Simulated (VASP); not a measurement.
# LiCl (I4/mmm) in VASP: a series of runs

LiCl is run at these levels: PBE; tasks: single point.

Everything below comes from runs of VASP 6.6.1. Logs are shortened: lines on timing, memory, paths and dates and some standing lists are left out, and cuts for length are marked.

### Step 1. The cell of the first run

The structure is tetragonal, space group I4/mmm (No. 139). The conventional cell has a = 3.754 Å, b = 3.754 Å, c = 5.130 Å, α = 90.00°, β = 90.00°, γ = 90.00°. Within 3.4 Å of Li (site symmetry 4/mmm) lie 6 Cl at 2.56 to 2.65 Å. Cl (site symmetry 4/mmm) has 6 Li at 2.56 to 2.65 Å within 3.4 Å.

### Step 2. Single point, PBE (strain +0.0350 x Voigt [1, 1, 0, 0, 0, 0])

INCAR

```
SYSTEM = LiCl
PREC = Accurate
ENCUT = 520
EDIFF = 1E-6
ISMEAR = 0
SIGMA = 0.05
LREAL = .False.
LASPH = .True.
NELM = 60
ALGO = Normal
ISIF = 2
LWAVE = .False.
LCHARG = .True.
GGA = PE
LELF = .True.
LVHAR = .True.
NBANDS = 12
```

KPOINTS

```
regular mesh
0
Gamma
  8 8 8
  0 0 0
```

POSCAR

```
LiCl
1.0
    0.0000000000      2.6545266000      2.5647600000
    2.6545266000      0.0000000000      2.5647600000
    2.6545266000      2.6545266000      0.0000000000
Li Cl
1 1
Direct
    0.0000000000      0.0000000000      0.0000000000
    0.5000000000      0.5000000000      0.5000000000
```

Potentials or basis: VASP PAW PBE potentials, release 64 (Li_sv, Cl).

Command:

```
cat potpaw_PBE.64/Li_sv/POTCAR potpaw_PBE.64/Cl/POTCAR > POTCAR
mpirun -np 1 vasp_std > vasp.out
```

OUTCAR:

```text
SYSTEM = LiCl
   PREC = Accurate
   ENCUT = 520
   EDIFF = 1E-6
   ISMEAR = 0
   LREAL = .False.
   LASPH = .True.
   NELM = 60
   ISIF = 2
   GGA = PE

 ion  position               nearest neighbor table
   1  0.000  0.000  0.000-   2 2.56   2 2.56
   2  0.500  0.500  0.500-   1 2.56   1 2.56

  LATTYP: Found a body centered tetragonal cell.
 ALAT       =     3.7540675194
 C/A-ratio  =     1.3663899153

  Lattice vectors:

 A1 = (   0.0000000000,  -2.6545266000,  -2.5647600000)
 A2 = (   0.0000000000,   2.6545266000,  -2.5647600000)
 A3 = (   2.6545266000,   0.0000000000,   2.5647600000)

Analysis of symmetry for initial positions (statically):
=====================================================================
 Subroutine PRICEL returns:
 Original cell was already a primitive cell.

 Routine SETGRP: Setting up the symmetry group for a
 body centered tetragonal supercell.

 Subroutine GETGRP returns: Found 16 space group operations
 (whereof 16 operations were pure point group operations)
 out of a pool of 16 trial point group operations.

The static configuration has the point symmetry D_4h.

Analysis of symmetry for dynamics (positions and initial velocities):
=====================================================================
 Subroutine PRICEL returns:
 Original cell was already a primitive cell.

 Routine SETGRP: Setting up the symmetry group for a
 body centered tetragonal supercell.

 Subroutine GETGRP returns: Found 16 space group operations
 (whereof 16 operations were pure point group operations)
 out of a pool of 16 trial point group operations.

The dynamic configuration has the point symmetry D_4h.

 Subroutine INISYM returns: Found 16 space group operations
 (whereof 16 operations are pure point group operations),
 and found     1 'primitive' translations

----------------------------------------------------------------------------------------

                                     Primitive cell

  volume of cell :      36.1452

  direct lattice vectors                    reciprocal lattice vectors
     0.000000000  2.654526600  2.564760000    -0.188357502  0.188357502  0.194950015
     2.654526600  0.000000000  2.564760000     0.188357502 -0.188357502  0.194950015
     2.654526600  2.654526600  0.000000000     0.188357502  0.188357502 -0.194950015

  length of vectors
     3.691138758  3.691138758  3.754067519     0.330094843  0.330094843  0.330094843

  position of ions in fractional coordinates (direct lattice)
     0.000000000  0.000000000  0.000000000
     0.500000000  0.500000000  0.500000000

  ion indices of the primitive-cell ions
   primitive index   ion index
                 1           1
                 2           2

----------------------------------------------------------------------------------------

 KPOINTS: regular mesh

Automatic generation of k-mesh.
 Grid dimensions read from file:
 generate k-points for:    8    8    8

 Generating k-lattice:

  Cartesian coordinates                     Fractional coordinates (reciprocal lattice)
    -0.023544688  0.023544688  0.024368752     0.125000000  0.000000000  0.000000000
     0.023544688 -0.023544688  0.024368752     0.000000000  0.125000000  0.000000000
     0.023544688  0.023544688 -0.024368752     0.000000000  0.000000000  0.125000000

  Length of vectors
     0.041261855  0.041261855  0.041261855

  Shift w.r.t. Gamma in fractional coordinates (k-lattice)
     0.000000000  0.000000000  0.000000000

 Subroutine IBZKPT returns following result:
 ===========================================

 Found     59 irreducible k-points:

 Following reciprocal coordinates:
            Coordinates               Weight
  0.000000  0.000000  0.000000      1.000000
  0.125000  0.000000  0.000000      8.000000
  0.250000  0.000000  0.000000      8.000000
  0.375000  0.000000  0.000000      8.000000
  0.500000  0.000000  0.000000      4.000000
  0.125000  0.125000  0.000000      2.000000
[... 16 lines left out ...]
  0.250000  0.000000  0.125000     16.000000
  0.375000  0.000000  0.125000     16.000000
 [... further k-points ...]
   k-points           NKPTS =     59   k-points in BZ     NKDIM =     59   number of bands    NBANDS=     12
   number of dos      NEDOS =    301   number of ions     NIONS =      2
   total plane-waves  NPLWV =  21952
   dimension x,y,z NGX =    28 NGY =   28 NGZ =   28
   dimension x,y,z NGXF=    56 NGYF=   56 NGZF=   56
   ions per type =               1   1
   NGX,Y,Z   is equivalent  to a cutoff of  12.61, 12.61, 12.40 a.u.
   NGXF,Y,Z  is equivalent  to a cutoff of  25.22, 25.22, 24.80 a.u.
 SYSTEM =  LiCl
   PREC   = accura    normal or accurate (medium, high low for compatibility)
   ISTART =      0    job   : 0-new  1-cont  2-samecut
   ICHARG =      2    charge: 1-file 2-atom 10-const
   ISPIN  =      1    spin polarized calculation?
   LNONCOLLINEAR =      F non collinear calculations
   LSORBIT =      F    spin-orbit coupling
   LASPH  =      T    aspherical Exc in radial PAW
   ENCUT  =  520.0 eV  38.22 Ry    6.18 a.u.   6.86  6.86  6.98*2*pi/ulx,y,z
   NELM   =     60;   NELMIN=  2; NELMDL= -5     # of ELM steps
   EDIFF  = 0.1E-05   stopping-criterion for ELM
   LREAL  =      F    real-space projection
   EDIFFG = 0.1E-04   stopping-criterion for IOM
   NSW    =      0    number of steps for IOM
   IBRION =     -1    ionic relax: 0-MD 1-quasi-New 2-CG
   NFREE  =      0    steps in history (QN), initial steepest desc. (CG)
   ISIF   =      2    stress and relaxation
   ISYM   =      2    0-nonsym 1-usesym 2-fastsym
   POTIM  = 0.5000    time-step for ionic-motion
   TEBEG  =    0.0;   TEEND  =   0.0 temperature during run
   PSTRESS=    0.0 pullay stress
   NELECT =      10.0000    total number of electrons
   NUPDOWN=      -1.0000    fix difference up-down
   EMIN   =  10.00;   EMAX   =-10.00  energy-range for DOS
   EFERMI =   0.00;   METHOD = LEGACY
   ISMEAR =     0;   SIGMA  =   0.05  broadening in eV -4-tet -1-fermi 0-gaus
   EFERMI_NEDOS =   21; number of points for ismear=-14 and -15
   IALGO  =     38    algorithm
   IMIX   =      4    mixing-type and parameters
     AMIX     =   0.40;   BMIX     =  1.00
     AMIX_MAG =   1.60;   BMIX_MAG =  1.00
  volume/ion in A,a.u.               =      18.07       121.96
  Fermi-wavevector in a.u.,A,eV,Ry     =   1.066738  2.015843 15.482484  1.137930
  Thomas-Fermi vector in A             =   2.202332
   LORBIT       =      0    0 simple, 1 ext, 2 COOP (PROOUT), +10 PAW based schemes
   GGA     = PE    functional components
   LHFCALC =     F    Hartree Fock is set to
   AEXX    =    0.0000 exact exchange contribution
   IVDW    =     0    specifies the selected vdW correction
   LEPSILON=     F    determine dielectric tensor
   LRPA    =     F    only Hartree local field effects (RPA)
 non-spin polarized calculation
 Gauss-broadening in eV      SIGMA  =   0.05
  energy-cutoff  :      520.00
  volume of cell :       36.15
 maximum number of plane-waves:       990
   NGX = 13   NGY = 13   NGZ = 13

 number of electron      10.0000003 magnetization

 Free energy of the ion-electron system (eV)
  ---------------------------------------------------
  ext. energy  EPLUGINS =         0.00000000
  ---------------------------------------------------
  free energy    TOTEN  =        -7.37388265 eV

  energy without entropy =       -7.37388265  energy(sigma->0) =       -7.37388265

 E-fermi :   0.4403     XC(G=0):  -8.4355

 val. band max:        0.1149352386   @ k =   0.0000   0.0000   0.0000
 cond. band min:       6.0508739747   @ k =   0.0000   0.0000   0.0000
 fundamental gap:      5.9359387361
 Fermi energy:         0.4403450673

 k-point     1 :       0.0000    0.0000    0.0000
  band No.  band energies     occupation
      1     -43.5663      2.00000
      2     -13.0855      2.00000
      3       0.0171      2.00000
      4       0.1149      2.00000
      5       0.1149      2.00000
      6       6.0509      0.00000
      7      11.8708      0.00000
      8      11.8708      0.00000
      9      12.1540      0.00000
     10      13.9899      0.00000
     11      13.9899      0.00000
     12      14.2747      0.00000

 k-point     2 :       0.1250    0.0000    0.0000
  band No.  band energies     occupation
      1     -43.5660      2.00000
      2     -13.0207      2.00000
      3      -0.4005      2.00000
      4       0.0297      2.00000
      5       0.0683      2.00000
      6       6.5058      0.00000
      7      11.1331      0.00000
      8      11.6463      0.00000
      9      11.9701      0.00000
     10      12.9240      0.00000
     11      13.1074      0.00000
     12      14.6755      0.00000

 k-point     3 :       0.2500    0.0000    0.0000
  band No.  band energies     occupation
      1     -43.5654      2.00000
      2     -12.8566      2.00000
      3      -1.3512      2.00000
      4      -0.0390      2.00000
      5      -0.0323      2.00000
      6       7.0468      0.00000
      7      10.5133      0.00000
      8      10.7104      0.00000
      9      10.9179      0.00000
     10      13.8644      0.00000
     11      13.8651      0.00000
     12      15.2150      0.00000
[... 286 lines left out ...]
 k-point    23 :       0.2500    0.0000    0.1250
  band No.  band energies     occupation
      1     -43.5655      2.00000
      2     -12.8684      2.00000
      3      -1.0793      2.00000
      4      -0.2376      2.00000
      5      -0.1454      2.00000
      6       7.4336      0.00000
      7      10.2238      0.00000
      8      10.3231      0.00000
      9      11.6615      0.00000
     10      12.7073      0.00000
     11      14.7682      0.00000
     12      15.8727      0.00000

 k-point    24 :       0.3750    0.0000    0.1250
  band No.  band energies     occupation
      1     -43.5648      2.00000
      2     -12.6927      2.00000
      3      -1.8915      2.00000
      4      -0.3401      2.00000
      5      -0.2788      2.00000
      6       7.5614      0.00000
      7       9.5291      0.00000
      8      10.6556      0.00000
      9      10.9194      0.00000
     10      14.0108      0.00000
     11      16.0706      0.00000
     12      16.6003      0.00000

 [... further k-points ...]
[... 5 lines left out ...]
  --------------------------------------------------------------------------------------
  -------------------------------------------------------------------------------------
  Total       -0.4197307     -0.4197307     -0.2630638      0.0000000      0.0000000      0.0000000
  in kB      -18.6050335    -18.6050335    -11.6605970      0.0000000      0.0000000      0.0000000
  external PRESSURE =     -16.2902213 kB  Pullay stress =       0.0000000 kB

 VOLUME and BASIS-vectors are now :
 -----------------------------------------------------------------------------
  energy-cutoff  :      520.00
  volume of cell :       36.15
      direct lattice vectors                 reciprocal lattice vectors
     0.000000000  2.654526600  2.564760000    -0.188357502  0.188357502  0.194950015
     2.654526600  0.000000000  2.564760000     0.188357502 -0.188357502  0.194950015
     2.654526600  2.654526600  0.000000000     0.188357502  0.188357502 -0.194950015

 POSITION                                       TOTAL-FORCE (eV/Angst)
 -----------------------------------------------------------------------------------
      0.00000      0.00000      0.00000        -0.000000      0.000000      0.000000
      2.65453      2.65453      2.56476         0.000000     -0.000000      0.000000
 -----------------------------------------------------------------------------------
    total drift:                                0.000000      0.000000      0.000000

  FREE ENERGIE OF THE ION-ELECTRON SYSTEM (eV)
  ---------------------------------------------------
  free  energy   TOTEN  =        -7.3738826497 eV

  energy  without entropy=       -7.3738826497  energy(sigma->0) =       -7.37388265
```

It took 20 s on 1 thread of Intel Xeon Platinum 8488C (Sapphire Rapids), shared host; peak memory 0.15 GiB.

What came out:

```yaml
Free_energy: -7.3739 eV
Band_gap_on_the_k_mesh: 5.94 eV, direct
```

Caveat: the cell differs from its parent crystal (strain +0.0350 x Voigt [1, 1, 0, 0, 0, 0]); the cutoff is under 1.25 times the usual one of these potentials, so pressure, stress and relaxed cells hold a basis-set (Pulay) error.

### Step 3. Single point, PBE (strain +0.0400 x Voigt [1, 1, 0, 0, 0, 0])

INCAR

```
SYSTEM = LiCl
ALGO = Normal
EDIFF = 1E-6
ENCUT = 520
GGA = PE
ISIF = 2
ISMEAR = 0
LASPH = .TRUE.
LCHARG = .FALSE.
LREAL = .FALSE.
LWAVE = .FALSE.
NBANDS = 12
NELM = 80
PREC = Accurate
SIGMA = 0.05
```

KPOINTS

```
k-points
0
G
  8 8 8
  0 0 0
```

POSCAR

```
LiCl
1.0
    0.0000000000      2.6673504000      2.5647600000
    2.6673504000      0.0000000000      2.5647600000
    2.6673504000      2.6673504000      0.0000000000
Li Cl
1 1
Direct
    0.0000000000      0.0000000000      0.0000000000
    0.5000000000      0.5000000000      0.5000000000
```

Potentials or basis: VASP PAW PBE potentials, release 64 (Li_sv, Cl).

Command:

```
cat potpaw_PBE.64/Li_sv/POTCAR potpaw_PBE.64/Cl/POTCAR > POTCAR
mpirun -np 1 vasp_std > vasp.out
```

Run time: 19 s. Hardware: 1 thread of Intel Xeon Platinum 8488C (Sapphire Rapids), shared host; peak memory 0.16 GiB.

Results (log left out):

```
Free energy            : -7.3697 eV
Band gap on the k mesh : 5.88 eV, direct
```

Levels at points of the mesh, in eV from the valence-band top:
| k point | band 2 | band 3 | band 4 | band 5 | band 6 | band 7 | band 8 | band 9 |
| --- | --- | --- | --- | --- | --- | --- | --- | --- |
| (0.00, 0.00, 0.00) | -13.17 | -0.11 | 0.00 | 0.00 | 5.88 | 11.73 | 11.73 | 12.05 |
| (0.50, 0.00, 0.00) | -12.70 | -2.54 | -0.30 | -0.22 | 6.64 | 9.27 | 9.58 | 12.16 |
| (0.50, 0.50, 0.00) | -12.47 | -2.59 | -1.07 | -1.07 | 7.65 | 8.24 | 12.12 | 13.32 |
| (0.50, 0.00, 0.50) | -12.53 | -2.59 | -1.09 | -0.84 | 7.70 | 8.43 | 11.59 | 13.24 |

Caveat: the cell differs from its parent crystal (strain +0.0400 x Voigt [1, 1, 0, 0, 0, 0]); the cutoff is under 1.25 times the usual one of these potentials, so pressure, stress and relaxed cells hold a basis-set (Pulay) error. A k mesh can miss the band edges.
